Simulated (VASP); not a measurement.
# LaHf2Co2 (I4/mmm) in VASP: single point with r2SCAN

Aim: the single point of LaHf2Co2 with r2SCAN.

Everything below comes from runs of VASP 6.6.1. Logs are shortened: lines on timing, memory, paths and dates and some standing lists are left out, and cuts for length are marked.

### 1 The cell of the first run

The structure is tetragonal, space group I4/mmm (No. 139). Conventional cell: a = 4.058 Å, b = 4.058 Å, c = 11.465 Å, α = 90.00°, β = 90.00°, γ = 90.00°. La (site symmetry 4/mmm) has 10 Hf at 3.21 to 4.30 Å and 8 Co at 3.51 Å and 4 La at 4.06 Å within 4.3 Å. Within 3.3 Å of Co (site symmetry -4m2) lie 4 Hf at 2.48 Å and 4 Co at 2.87 Å. Within 3.3 Å of Hf (site symmetry 4mm) lie 4 Co at 2.48 Å and 1 Hf at 2.87 Å and 4 La at 3.21 Å.

### 2 Single point, r2SCAN

POSCAR reads:

```
LaHf2Co2
1.0
    0.0000000000      4.0581530000      0.0000000000
    4.0581530000      0.0000000000      0.0000000000
    2.0290760000      2.0290760000     -5.7323960000
La Co Hf
1 2 2
Direct
    0.0000000000      0.0000000000      0.0000000000
    0.7500000000      0.2500000000      0.5000000000
    0.2500000000      0.7500000000      0.5000000000
    0.3750000000      0.3750000000      0.2500000000
    0.6250000000      0.6250000000      0.7500000000
```

INCAR.step1 reads:

```
PREC = Accurate
ENCUT = 520
ISMEAR = -5
SIGMA = 0.1
LREAL = False
LASPH = True
NELM = 100
NBANDS = 32
GGA = PE
ALGO = Normal
EDIFF = 1E-4
LWAVE = True
LCHARG = False
```

INCAR.step2 reads:

```
PREC = Accurate
ENCUT = 520
EDIFF = 1E-6
ISMEAR = -5
SIGMA = 0.1
LREAL = False
LASPH = True
NELM = 100
ALGO = Normal
ISIF = 2
LWAVE = False
LCHARG = True
METAGGA = R2SCAN
LMIXTAU = True
LELF = True
LVHAR = True
NBANDS = 32
ISTART = 1
```

KPOINTS reads:

```
regular mesh
0
Gamma
  8 8 8
```

Potentials or basis: VASP PAW PBE potentials, release 64 (La, Co, Hf_pv).

Command:

```console
> cat potpaw_PBE.64/La/POTCAR potpaw_PBE.64/Co/POTCAR potpaw_PBE.64/Hf_pv/POTCAR > POTCAR
> cp INCAR.step1 INCAR
> mpirun -np 1 vasp_std > vasp.out
> cp INCAR.step2 INCAR
> mpirun -np 1 vasp_std > vasp.out
```

OUTCAR:

```text
PREC = Accurate
   ENCUT = 520
   EDIFF = 1E-6
   ISMEAR = -5
   LREAL = False
   LASPH = True
   NELM = 100
   ISIF = 2
   METAGGA = R2SCAN
   ISTART = 1

 ion  position               nearest neighbor table
   1  0.000  0.000  0.000-   4 3.21   5 3.21   5 3.21   5 3.21   4 3.21   4 3.21   5 3.21   4 3.21

   2  0.750  0.250  0.500-   4 2.48   5 2.48   4 2.48   5 2.48   3 2.87   3 2.87   3 2.87   3 2.87

   3  0.250  0.750  0.500-   4 2.48   5 2.48   4 2.48   5 2.48   2 2.87   2 2.87   2 2.87   2 2.87

   4  0.375  0.375  0.250-   2 2.48   3 2.48   3 2.48   2 2.48   5 2.87   1 3.21   1 3.21   1 3.21
                             1 3.21
   5  0.625  0.625  0.750-   2 2.48   3 2.48   3 2.48   2 2.48   4 2.87   1 3.21   1 3.21   1 3.21
                             1 3.21

  LATTYP: Found a body centered tetragonal cell.
 ALAT       =     4.0581530000
 C/A-ratio  =     2.8251256175

  Lattice vectors:

 A1 = (  -2.0290760000,   2.0290770000,   5.7323960000)
 A2 = (   2.0290770000,  -2.0290760000,   5.7323960000)
 A3 = (   2.0290760000,   2.0290760000,  -5.7323960000)

Analysis of symmetry for initial positions (statically):
=====================================================================
 Subroutine PRICEL returns:
 Original cell was already a primitive cell.

 Routine SETGRP: Setting up the symmetry group for a
 body centered tetragonal supercell.

 Subroutine GETGRP returns: Found 16 space group operations
 (whereof 16 operations were pure point group operations)
 out of a pool of 16 trial point group operations.

The static configuration has the point symmetry D_4h.

Analysis of symmetry for dynamics (positions and initial velocities):
=====================================================================
 Subroutine PRICEL returns:
 Original cell was already a primitive cell.

 Routine SETGRP: Setting up the symmetry group for a
 body centered tetragonal supercell.

 Subroutine GETGRP returns: Found 16 space group operations
 (whereof 16 operations were pure point group operations)
 out of a pool of 16 trial point group operations.

The dynamic configuration has the point symmetry D_4h.

 Subroutine INISYM returns: Found 16 space group operations
 (whereof 16 operations are pure point group operations),
 and found     1 'primitive' translations

----------------------------------------------------------------------------------------

                                     Primitive cell

  volume of cell :      94.4046

  direct lattice vectors                    reciprocal lattice vectors
     0.000000000  4.058153000  0.000000000     0.000000000  0.246417520  0.087223541
     4.058153000  0.000000000  0.000000000     0.246417520  0.000000000  0.087223541
     2.029076000  2.029076000 -5.732396000     0.000000000  0.000000000 -0.174447125

  length of vectors
     4.058153000  4.058153000  6.410511893     0.261399198  0.261399198  0.174447125

  position of ions in fractional coordinates (direct lattice)
     0.000000000  0.000000000  0.000000000
     0.750000000  0.250000000  0.500000000
     0.250000000  0.750000000  0.500000000
     0.375000000  0.375000000  0.250000000
     0.625000000  0.625000000  0.750000000

  ion indices of the primitive-cell ions
   primitive index   ion index
                 1           1
                 2           2
                 3           3
                 4           4
                 5           5

----------------------------------------------------------------------------------------

 KPOINTS: regular mesh

Automatic generation of k-mesh.
 Grid dimensions read from file:
 generate k-points for:    8    8    8

 Generating k-lattice:

  Cartesian coordinates                     Fractional coordinates (reciprocal lattice)
     0.000000000  0.030802190  0.010902943     0.125000000  0.000000000  0.000000000
     0.030802190  0.000000000  0.010902943     0.000000000  0.125000000  0.000000000
     0.000000000  0.000000000 -0.021805891     0.000000000  0.000000000  0.125000000

  Length of vectors
     0.032674900  0.032674900  0.021805891

  Shift w.r.t. Gamma in fractional coordinates (k-lattice)
     0.000000000  0.000000000  0.000000000

 TETIRR: Found   1382 inequivalent tetrahedra from     3072

 Subroutine IBZKPT returns following result:
 ===========================================

 Found     59 irreducible k-points:

 Following reciprocal coordinates:
            Coordinates               Weight
  0.000000  0.000000  0.000000      1.000000
  0.125000  0.000000  0.000000      8.000000
  0.250000  0.000000  0.000000      8.000000
  0.375000  0.000000 -0.000000      8.000000
  0.500000  0.000000  0.000000      4.000000
  0.125000  0.125000  0.000000      8.000000
[... 16 lines left out ...]
  0.250000  0.000000  0.125000      4.000000
  0.375000  0.000000  0.125000      8.000000
 [... further k-points ...]
   k-points           NKPTS =     59   k-points in BZ     NKDIM =     59   number of bands    NBANDS=     32
   number of dos      NEDOS =    301   number of ions     NIONS =      5
   total plane-waves  NPLWV =  43200
   dimension x,y,z NGX =    30 NGY =   30 NGZ =   48
   dimension x,y,z NGXF=    60 NGYF=   60 NGZF=   96
   ions per type =               1   2   2
   NGX,Y,Z   is equivalent  to a cutoff of  12.29, 12.29, 12.45 a.u.
   NGXF,Y,Z  is equivalent  to a cutoff of  24.58, 24.58, 24.90 a.u.
 SYSTEM =  unknown system
   PREC   = accura    normal or accurate (medium, high low for compatibility)
   ISTART =      1    job   : 0-new  1-cont  2-samecut
   ICHARG =      0    charge: 1-file 2-atom 10-const
   ISPIN  =      1    spin polarized calculation?
   LNONCOLLINEAR =      F non collinear calculations
   LSORBIT =      F    spin-orbit coupling
   LASPH  =      T    aspherical Exc in radial PAW
   ENCUT  =  520.0 eV  38.22 Ry    6.18 a.u.   7.55  7.55 11.92*2*pi/ulx,y,z
   NELM   =    100;   NELMIN=  2; NELMDL=  0     # of ELM steps
   EDIFF  = 0.1E-05   stopping-criterion for ELM
   LREAL  =      F    real-space projection
   EDIFFG = 0.1E-04   stopping-criterion for IOM
   NSW    =      0    number of steps for IOM
   IBRION =     -1    ionic relax: 0-MD 1-quasi-New 2-CG
   NFREE  =      0    steps in history (QN), initial steepest desc. (CG)
   ISIF   =      2    stress and relaxation
   ISYM   =      2    0-nonsym 1-usesym 2-fastsym
   POTIM  = 0.5000    time-step for ionic-motion
   TEBEG  =    0.0;   TEEND  =   0.0 temperature during run
   PSTRESS=    0.0 pullay stress
   NELECT =      49.0000    total number of electrons
   NUPDOWN=      -1.0000    fix difference up-down
   EMIN   =  10.00;   EMAX   =-10.00  energy-range for DOS
   EFERMI =   0.00;   METHOD = LEGACY
   ISMEAR =    -5;   SIGMA  =   0.10  broadening in eV -4-tet -1-fermi 0-gaus
   EFERMI_NEDOS =   21; number of points for ismear=-14 and -15
   IALGO  =     38    algorithm
   IMIX   =      4    mixing-type and parameters
     AMIX     =   0.40;   BMIX     =  1.00
     AMIX_MAG =   1.60;   BMIX_MAG =  1.00
  volume/ion in A,a.u.               =      18.88       127.41
  Fermi-wavevector in a.u.,A,eV,Ry     =   1.315657  2.486230 23.551032  1.730952
  Thomas-Fermi vector in A             =   2.445824
   LORBIT       =      0    0 simple, 1 ext, 2 COOP (PROOUT), +10 PAW based schemes
   METAGGA = R2SCAN    functional components
   LHFCALC =     F    Hartree Fock is set to
   AEXX    =    0.0000 exact exchange contribution
   IVDW    =     0    specifies the selected vdW correction
   LEPSILON=     F    determine dielectric tensor
   LRPA    =     F    only Hartree local field effects (RPA)
 non-spin polarized calculation
 Fermi weights with tetrahedron method with Bloechl corrections
  energy-cutoff  :      520.00
  volume of cell :       94.40
 maximum number of plane-waves:      2574
   NGX = 15   NGY = 15   NGZ = 23

 number of electron      49.0000001 magnetization

 Free energy of the ion-electron system (eV)
  ---------------------------------------------------
  ext. energy  EPLUGINS =         0.00000000
  ---------------------------------------------------
  free energy    TOTEN  =      -144.82487880 eV

  energy without entropy =     -144.82487880  energy(sigma->0) =     -144.82487880

 E-fermi :   7.5364     XC(G=0): -12.4388

 val. band max:        7.6341285493   @ k =  -0.1250   0.1250   0.0000
 cond. band min:       7.5058217553   @ k =  -0.1250   0.3750   0.1250
 fundamental gap:     -0.1283067939
 Fermi energy:         7.5363990441

 k-point     1 :       0.0000    0.0000    0.0000
  band No.  band energies     occupation
      1     -25.5489      2.00000
      2     -24.0406      2.00000
      3     -23.8652      2.00000
      4     -23.8652      2.00000
      5     -23.8004      2.00000
      6     -23.8004      2.00000
[... 24 lines left out ...]
     31       9.5214      0.00000
     32      10.1269      0.00000

 k-point     2 :       0.1250    0.0000    0.0000
  band No.  band energies     occupation
      1     -25.5476      2.00000
      2     -24.0474      2.00000
      3     -23.8649      2.00000
      4     -23.8565      2.00000
      5     -23.8056      2.00000
      6     -23.7994      2.00000
[... 24 lines left out ...]
     31       9.7974      0.00000
     32      10.2410      0.00000

 k-point     3 :       0.2500    0.0000    0.0000
  band No.  band energies     occupation
      1     -25.5448      2.00000
      2     -24.0583      2.00000
      3     -23.8640      2.00000
      4     -23.8413      2.00000
      5     -23.8178      2.00000
      6     -23.7970      2.00000
[... 24 lines left out ...]
     31      10.2813      0.00000
     32      10.4241      0.00000

 k-point     4 :       0.3750    0.0000   -0.0000
  band No.  band energies     occupation
      1     -25.5425      2.00000
      2     -24.0631      2.00000
      3     -23.8631      2.00000
      4     -23.8336      2.00000
      5     -23.8280      2.00000
      6     -23.7947      2.00000
[... 654 lines left out ...]
     31       9.6293      0.00000
     32      10.1965      0.00000

 k-point    23 :       0.2500    0.0000    0.1250
  band No.  band energies     occupation
      1     -25.5445      2.00000
      2     -24.0624      2.00000
      3     -23.8632      2.00000
      4     -23.8394      2.00000
      5     -23.8192      2.00000
      6     -23.7978      2.00000
[... 24 lines left out ...]
     31      10.3542      0.00000
     32      10.4405      0.00000

 k-point    24 :       0.3750    0.0000    0.1250
  band No.  band energies     occupation
      1     -25.5422      2.00000
      2     -24.0677      2.00000
      3     -23.8623      2.00000
      4     -23.8324      2.00000
      5     -23.8283      2.00000
      6     -23.7955      2.00000
[... 24 lines left out ...]
     31      10.4100      0.00000
     32      10.5409      0.00000

 [... further k-points ...]

------------------------ aborting loop because EDIFF is reached ----------------------------------------

  FORCE on cell =-STRESS in cart. coord.  units (eV):
  Direction    XX          YY          ZZ          XY          YZ          ZX
  --------------------------------------------------------------------------------------
  -------------------------------------------------------------------------------------
  Total        2.3798418      2.3798418      5.7252622      0.0000000      0.0000005      0.0000005
  in kB       40.3892370     40.3892370     97.1656914      0.0000000      0.0000085      0.0000085
  external PRESSURE =      59.3147218 kB  Pullay stress =       0.0000000 kB

 VOLUME and BASIS-vectors are now :
 -----------------------------------------------------------------------------
  energy-cutoff  :      520.00
  volume of cell :       94.40
      direct lattice vectors                 reciprocal lattice vectors
     0.000000000  4.058153000  0.000000000     0.000000000  0.246417520  0.087223541
     4.058153000  0.000000000  0.000000000     0.246417520  0.000000000  0.087223541
     2.029076000  2.029076000 -5.732396000     0.000000000  0.000000000 -0.174447125

 POSITION                                       TOTAL-FORCE (eV/Angst)
 -----------------------------------------------------------------------------------
      0.00000      0.00000      0.00000         0.000000      0.000000      0.000000
      2.02908      4.05815     -2.86620        -0.000000     -0.000000      0.000000
      4.05815      2.02908     -2.86620         0.000000     -0.000000      0.000000
      2.02908      2.02908     -1.43310        -0.000000     -0.000000     -2.242078
      4.05815      4.05815     -4.29930         0.000000      0.000000      2.242078
 -----------------------------------------------------------------------------------
    total drift:                                0.000000      0.000000      0.000000

  FREE ENERGIE OF THE ION-ELECTRON SYSTEM (eV)
  ---------------------------------------------------
  free  energy   TOTEN  =      -144.8248788037 eV

  energy  without entropy=     -144.8248788037  energy(sigma->0) =     -144.82487880
```

Wall time 19 min (1 thread of AMD EPYC 7R43 (Zen 3), shared host); peak memory 0.32 GiB.

What came out:

- Free energy: -144.8249 eV
- Pressure: 5.9 GPa
- Largest force: 2.242 eV/Å
- Band gap on the k mesh: zero (an odd number of electrons rules out a gap without spin polarisation)

Forces on the atoms (eV/Å):
```
La   0.000  0.000  0.000
Co   0.000  0.000  0.000
Co   0.000  0.000  0.000
Hf   0.000  0.000 -2.242
Hf   0.000  0.000  2.242
```

Caveat: the stress differs along the axes, from 4 to 10 GPa; the PAW data sets were made with another functional, which shifts forces and pressure a little; spin-orbit coupling is left out, which moves the levels of the heavy elements; the run has no spin polarisation, though such a crystal can be magnetic; tetrahedron occupations give inexact forces and stress in metals.
